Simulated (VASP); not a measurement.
# NbTe (Pm-3m) in VASP: a series of runs

NbTe is run at these levels: r2SCAN50, HF; tasks: single point.

Everything below comes from runs of VASP 6.6.1. Logs are shortened: lines on timing, memory, paths and dates and some standing lists are left out, and cuts for length are marked.

**1. The cell of the first run**

Symmetry: Pm-3m, No. 221, cubic system. Conventional cell: a = 3.426 Å, b = 3.426 Å, c = 3.426 Å, α = 90.00°, β = 90.00°, γ = 90.00°. Within 3.9 Å of Nb (site symmetry m-3m) lie 8 Te at 2.97 Å and 6 Nb at 3.43 Å. Te (site symmetry m-3m) has 8 Nb at 2.97 Å and 6 Te at 3.43 Å within 3.9 Å.

**2. Single point, r2SCAN50**

Input file POSCAR:

```
NbTe
1.0
    3.4257000000      0.0000000000      0.0000000000
    0.0000000000      3.4257000000      0.0000000000
    0.0000000000      0.0000000000      3.4257000000
Nb Te
1 1
Direct
    0.5000000000      0.5000000000      0.5000000000
    0.0000000000      0.0000000000      0.0000000000
```

Input file INCAR.step1:

```
SYSTEM = NbTe
PREC = Accurate ; ENCUT = 520
EDIFF = 1E-5 ; ISMEAR = -1
SIGMA = 0.05 ; LREAL = .False.
LASPH = .True. ; NELM = 100
ALGO = Normal ; ISIF = 2
LWAVE = .True. ; LCHARG = .False.
NBANDS = 16 ; GGA = PE
```

Input file INCAR.step2:

```
SYSTEM = NbTe
PREC = Accurate ; ENCUT = 520
EDIFF = 1E-6 ; ISMEAR = -1
SIGMA = 0.05 ; LREAL = .False.
LASPH = .True. ; NELM = 100
ALGO = Normal ; ISIF = 2
LWAVE = .False. ; LCHARG = .False.
METAGGA = R2SCAN ; LHFCALC = .True.
AEXX = 0.5 ; LMIXTAU = .True.
PRECFOCK = Normal ; NBANDS = 16
ISTART = 1
```

Input file KPOINTS:

```
Automatic mesh
0
Gamma
  4 4 4
  0 0 0
```

Potentials or basis: VASP PAW PBE potentials, release 64 (Nb_sv, Te).

The run is started by

```bash
cat potpaw_PBE.64/Nb_sv/POTCAR potpaw_PBE.64/Te/POTCAR > POTCAR
cp INCAR.step1 INCAR
mpirun -np 1 vasp_std > vasp.out
cp INCAR.step2 INCAR
mpirun -np 1 vasp_std > vasp.out
```

OUTCAR:

```text
SYSTEM = NbTe
   PREC = Accurate
   ENCUT = 520
   EDIFF = 1E-6
   ISMEAR = -1
   LREAL = .False.
   LASPH = .True.
   NELM = 100
   ISIF = 2
   METAGGA = R2SCAN
   LHFCALC = .True.
   AEXX = 0.5
   PRECFOCK = Normal
   ISTART = 1

 ion  position               nearest neighbor table
   1  0.500  0.500  0.500-   2 2.97   2 2.97   2 2.97   2 2.97   2 2.97   2 2.97   2 2.97   2 2.97

   2  0.000  0.000  0.000-   1 2.97   1 2.97   1 2.97   1 2.97   1 2.97   1 2.97   1 2.97   1 2.97

  LATTYP: Found a simple cubic cell.
 ALAT       =     3.4257000000

  Lattice vectors:

 A1 = (   3.4257000000,   0.0000000000,   0.0000000000)
 A2 = (   0.0000000000,   3.4257000000,   0.0000000000)
 A3 = (   0.0000000000,   0.0000000000,   3.4257000000)

Analysis of symmetry for initial positions (statically):
=====================================================================
 Subroutine PRICEL returns:
 Original cell was already a primitive cell.

 Routine SETGRP: Setting up the symmetry group for a
 simple cubic supercell.

 Subroutine GETGRP returns: Found 48 space group operations
 (whereof 48 operations were pure point group operations)
 out of a pool of 48 trial point group operations.

The static configuration has the point symmetry O_h .

Analysis of symmetry for dynamics (positions and initial velocities):
=====================================================================
 Subroutine PRICEL returns:
 Original cell was already a primitive cell.

 Routine SETGRP: Setting up the symmetry group for a
 simple cubic supercell.

 Subroutine GETGRP returns: Found 48 space group operations
 (whereof 48 operations were pure point group operations)
 out of a pool of 48 trial point group operations.

The dynamic configuration has the point symmetry O_h .

 Subroutine INISYM returns: Found 48 space group operations
 (whereof 48 operations are pure point group operations),
 and found     1 'primitive' translations

----------------------------------------------------------------------------------------

                                     Primitive cell

  volume of cell :      40.2020

  direct lattice vectors                    reciprocal lattice vectors
     3.425700000  0.000000000  0.000000000     0.291911142  0.000000000  0.000000000
     0.000000000  3.425700000  0.000000000     0.000000000  0.291911142  0.000000000
     0.000000000  0.000000000  3.425700000     0.000000000  0.000000000  0.291911142
[... 75 lines left out ...]
   ISIF   =      2    stress and relaxation
   ISYM   =      3    0-nonsym 1-usesym 2-fastsym
   POTIM  = 0.5000    time-step for ionic-motion
   TEBEG  =    0.0;   TEEND  =   0.0 temperature during run
   PSTRESS=    0.0 pullay stress
   NELECT =      19.0000    total number of electrons
   NUPDOWN=      -1.0000    fix difference up-down
   EMIN   =  10.00;   EMAX   =-10.00  energy-range for DOS
   EFERMI =   0.00;   METHOD = LEGACY
   ISMEAR =    -1;   SIGMA  =   0.05  broadening in eV -4-tet -1-fermi 0-gaus
   EFERMI_NEDOS =   21; number of points for ismear=-14 and -15
   IALGO  =     38    algorithm
   IMIX   =      1    mixing-type and parameters
     AMIX     =   0.40;   BMIX     =  1.00
     AMIX_MAG =   1.60;   BMIX_MAG =  1.00
  volume/ion in A,a.u.               =      20.10       135.65
  Fermi-wavevector in a.u.,A,eV,Ry     =   1.275195  2.409770 22.124747  1.626123
  Thomas-Fermi vector in A             =   2.407921
   LORBIT       =      0    0 simple, 1 ext, 2 COOP (PROOUT), +10 PAW based schemes
   METAGGA = R2SCAN    functional components
   LHFCALC =     T    Hartree Fock is set to
   PRECFOCK=normal    Normal, Fast or Accurate (Low or Medium for compatibility)
   ENCUT4O =  -1.0   cutoff for four orbital integrals eV
   NKREDX  =     1    reduce k-point grid by
   NKREDY  =     1    reduce k-point grid by
   NKREDZ  =     1    reduce k-point grid by
   AEXX    =    0.5000 exact exchange contribution
   HFSCREEN=    0.0000 screening length (either q_TF or 0.3 A-1)
   HFSCREENC=   0.0000 screening length for correlation (either q_TF or 0.3 A-1)
   ENCUTFOCK=  -1.0 apply spherical cutoff to Coloumb kernel
   IVDW    =     0    specifies the selected vdW correction
   LEPSILON=     F    determine dielectric tensor
   LRPA    =     F    only Hartree local field effects (RPA)
 non-spin polarized calculation
  energy-cutoff  :      520.00
  volume of cell :       40.20
 maximum number of plane-waves:      1108
 NGX is ok and might be reduce to    28
  NGX = 20; NGY = 20; NGZ = 20

 number of electron      18.9999999 magnetization

 Free energy of the ion-electron system (eV)
  ---------------------------------------------------
  ext. energy  EPLUGINS =         0.00000000
  ---------------------------------------------------
  free energy    TOTEN  =       -41.50342772 eV

  energy without entropy =      -41.50342771  energy(sigma->0) =      -41.50342772

 E-fermi :  12.5742     XC(G=0):  -7.0232

 val. band max:       11.7160796708   @ k =   0.5000   0.5000   0.0000
 cond. band min:      13.5427566663   @ k =   0.5000   0.5000   0.2500
 fundamental gap:      1.8266769956
 Fermi energy:        12.5741568977

 k-point     1 :       0.0000    0.0000    0.0000
  band No.  band energies     occupation
      1     -53.0811      2.00000
      2     -25.9357      2.00000
      3     -25.9357      2.00000
      4     -25.9357      2.00000
      5      -6.6036      2.00000
      6       7.0722      2.00000
[... 167 lines left out ...]
      3     -26.1521      2.00000
      4     -26.1521      2.00000
      5      -1.3974      2.00000
      6       2.9135      2.00000
[... 8 lines left out ...]
     15      19.3058      0.00000
     16      19.3058      0.00000

------------------------ aborting loop because EDIFF is reached ----------------------------------------

  FORCE on cell =-STRESS in cart. coord.  units (eV):
  Direction    XX          YY          ZZ          XY          YZ          ZX
  --------------------------------------------------------------------------------------
  -------------------------------------------------------------------------------------
  Total       -2.1875607     -2.1875607     -2.1875607      0.0000000     -0.0000000      0.0000000
  in kB      -87.1811736    -87.1811736    -87.1811736      0.0000000     -0.0000000      0.0000000
  external PRESSURE =     -87.1811736 kB  Pullay stress =       0.0000000 kB

 VOLUME and BASIS-vectors are now :
 -----------------------------------------------------------------------------
  energy-cutoff  :      520.00
  volume of cell :       40.20
      direct lattice vectors                 reciprocal lattice vectors
     3.425700000  0.000000000  0.000000000     0.291911142  0.000000000  0.000000000
     0.000000000  3.425700000  0.000000000     0.000000000  0.291911142  0.000000000
     0.000000000  0.000000000  3.425700000     0.000000000  0.000000000  0.291911142

 POSITION                                       TOTAL-FORCE (eV/Angst)
 -----------------------------------------------------------------------------------
      1.71285      1.71285      1.71285         0.000000      0.000000      0.000000
      0.00000      0.00000      0.00000         0.000000      0.000000      0.000000
 -----------------------------------------------------------------------------------
    total drift:                               -0.000003     -0.000001     -0.000001

  FREE ENERGIE OF THE ION-ELECTRON SYSTEM (eV)
  ---------------------------------------------------
  free  energy   TOTEN  =       -41.5034277185 eV

  energy  without entropy=      -41.5034277120  energy(sigma->0) =      -41.50342772
```

OUTCAR.step1:

```text
SYSTEM = NbTe
   PREC = Accurate
   ENCUT = 520
   EDIFF = 1E-5
   ISMEAR = -1
   LREAL = .False.
[... 396 lines left out ...]
      1.71285      1.71285      1.71285         0.000000      0.000000      0.000000
      0.00000      0.00000      0.00000         0.000000      0.000000      0.000000
 -----------------------------------------------------------------------------------
    total drift:                                0.000000      0.000000      0.000000

  FREE ENERGIE OF THE ION-ELECTRON SYSTEM (eV)
  ---------------------------------------------------
  free  energy   TOTEN  =       -13.5713619911 eV

  energy  without entropy=      -13.5531479299  energy(sigma->0) =      -13.56225496
```

Wall time 10 min (1 thread of Intel Xeon Platinum 8259CL at 2.50GHz (Skylake/Cascade Lake), shared host); peak memory 0.17 GiB.

Results:

```
Free energy            : -41.5034 eV
Pressure               : -8.7 GPa
Band gap on the k mesh : zero (an odd number of electrons rules out a gap without spin polarisation)
```

Caveat: the k points lie up to 0.46 Å⁻¹ apart, too coarse for converged energies and pressures of a metal; the PAW data sets were made with another functional, which shifts forces and pressure a little; spin-orbit coupling is left out, which moves the levels of the heavy elements.

**3. Single point, HF**

POSCAR is that of step 2.

Input file INCAR.step1:

```
SYSTEM = NbTe
PREC     = Accurate       ! precision mode
ENCUT    = 520            ! plane-wave cutoff, eV
EDIFF    = 1E-5           ! SCF threshold, eV
ISMEAR   = -1             ! smearing method
SIGMA    = 0.05           ! smearing width, eV
LREAL    = .FALSE.        ! projectors in reciprocal space
LASPH    = .TRUE.         ! aspherical terms in the spheres
NELM     = 80             ! most SCF steps
ALGO     = Normal         ! electronic algorithm
ISIF     = 2              ! what is computed and relaxed
LWAVE    = .TRUE.         ! write WAVECAR
NBANDS   = 16             ! bands
GGA      = PE             ! functional
```

Input file INCAR.step2:

```
SYSTEM = NbTe
PREC     = Accurate       ! precision mode
ENCUT    = 520            ! plane-wave cutoff, eV
EDIFF    = 1E-6           ! SCF threshold, eV
ISMEAR   = -1             ! smearing method
SIGMA    = 0.05           ! smearing width, eV
LREAL    = .FALSE.        ! projectors in reciprocal space
LASPH    = .TRUE.         ! aspherical terms in the spheres
NELM     = 80             ! most SCF steps
ALGO     = Normal         ! electronic algorithm
ISIF     = 2              ! what is computed and relaxed
LWAVE    = .FALSE.        ! write WAVECAR
LCHARG   = .TRUE.         ! write CHGCAR
GGA      = PE             ! functional
LHFCALC  = .TRUE.         ! exact exchange
AEXX     = 1.0            ! exact-exchange fraction
ALDAC    = 0.0          
AGGAC    = 0.0          
PRECFOCK = Normal       
LELF     = .TRUE.         ! ELF
LVHAR    = .TRUE.       
NBANDS   = 16             ! bands
ISTART   = 1
```

Input file KPOINTS:

```
Automatic mesh
0
G
  4 4 4
  0 0 0
```

Potentials or basis: VASP PAW PBE potentials, release 64 (Nb_sv, Te).

The run is started by

```bash
cat potpaw_PBE.64/Nb_sv/POTCAR potpaw_PBE.64/Te/POTCAR > POTCAR
cp INCAR.step1 INCAR
mpirun -np 1 vasp_std > vasp.out
cp INCAR.step2 INCAR
mpirun -np 1 vasp_std > vasp.out
```

OUTCAR:

```text
SYSTEM = NbTe
   PREC = Accurate
   ENCUT = 520
   EDIFF = 1E-6
   ISMEAR = -1
   LREAL = .FALSE.
   LASPH = .TRUE.
   NELM = 80
   ISIF = 2
   GGA = PE
   LHFCALC = .TRUE.
   AEXX = 1.0
   PRECFOCK = Normal
   ISTART = 1

 ion  position               nearest neighbor table
   1  0.500  0.500  0.500-   2 2.97   2 2.97   2 2.97   2 2.97   2 2.97   2 2.97   2 2.97   2 2.97

   2  0.000  0.000  0.000-   1 2.97   1 2.97   1 2.97   1 2.97   1 2.97   1 2.97   1 2.97   1 2.97

  LATTYP: Found a simple cubic cell.
 ALAT       =     3.4257000000

  Lattice vectors:

 A1 = (   3.4257000000,   0.0000000000,   0.0000000000)
 A2 = (   0.0000000000,   3.4257000000,   0.0000000000)
 A3 = (   0.0000000000,   0.0000000000,   3.4257000000)

Analysis of symmetry for initial positions (statically):
=====================================================================
 Subroutine PRICEL returns:
 Original cell was already a primitive cell.

 Routine SETGRP: Setting up the symmetry group for a
 simple cubic supercell.

[... 155 lines left out ...]
  free energy    TOTEN  =       -29.08445688 eV

  energy without entropy =      -29.08445688  energy(sigma->0) =      -29.08445688

 E-fermi :  14.1318     XC(G=0):   0.0000

 val. band max:       12.9915872138   @ k =   0.5000   0.5000   0.0000
 cond. band min:      15.3596097038   @ k =   0.2500   0.2500   0.0000
 fundamental gap:      2.3680224900
 Fermi energy:        14.1317673211

 k-point     1 :       0.0000    0.0000    0.0000
  band No.  band energies     occupation
      1     -59.8804      2.00000
      2     -30.1511      2.00000
      3     -30.1511      2.00000
      4     -30.1511      2.00000
      5      -8.7322      2.00000
      6       6.4627      2.00000
[... 167 lines left out ...]
      3     -30.4440      2.00000
      4     -30.4440      2.00000
      5      -2.8228      2.00000
      6       1.8585      2.00000
[... 8 lines left out ...]
     15      23.2665      0.00000
     16      23.2665      0.00000

------------------------ aborting loop because EDIFF is reached ----------------------------------------

  FORCE on cell =-STRESS in cart. coord.  units (eV):
  Direction    XX          YY          ZZ          XY          YZ          ZX
  --------------------------------------------------------------------------------------
  -------------------------------------------------------------------------------------
  Total        0.1223637      0.1223637      0.1223637     -0.0000000      0.0000000     -0.0000000
  in kB        4.8765782      4.8765782      4.8765782     -0.0000000      0.0000000     -0.0000000
  external PRESSURE =       4.8765782 kB  Pullay stress =       0.0000000 kB

 VOLUME and BASIS-vectors are now :
 -----------------------------------------------------------------------------
  energy-cutoff  :      520.00
  volume of cell :       40.20
      direct lattice vectors                 reciprocal lattice vectors
     3.425700000  0.000000000  0.000000000     0.291911142  0.000000000  0.000000000
     0.000000000  3.425700000  0.000000000     0.000000000  0.291911142  0.000000000
     0.000000000  0.000000000  3.425700000     0.000000000  0.000000000  0.291911142

 POSITION                                       TOTAL-FORCE (eV/Angst)
 -----------------------------------------------------------------------------------
      1.71285      1.71285      1.71285         0.000000      0.000000      0.000000
      0.00000      0.00000      0.00000         0.000000      0.000000      0.000000
 -----------------------------------------------------------------------------------
    total drift:                                0.000002      0.000002      0.000001

  FREE ENERGIE OF THE ION-ELECTRON SYSTEM (eV)
  ---------------------------------------------------
  free  energy   TOTEN  =       -29.0844568821 eV

  energy  without entropy=      -29.0844568821  energy(sigma->0) =      -29.08445688
```

Wall time 14 min (1 thread of Intel Xeon Platinum 8259CL at 2.50GHz (Skylake/Cascade Lake), shared host); peak memory 0.18 GiB.

What came out:

- Free energy: -29.0845 eV
- Pressure: 0.5 GPa
- Band gap on the k mesh: zero (an odd number of electrons rules out a gap without spin polarisation)

Caveat: the k points lie up to 0.46 Å⁻¹ apart, too coarse for converged energies and pressures of a metal; the PAW data sets were made with another functional, which shifts forces and pressure a little; spin-orbit coupling is left out, which moves the levels of the heavy elements.

The gap in the log of VASP goes by the Fermi energy; the results here count the filled bands.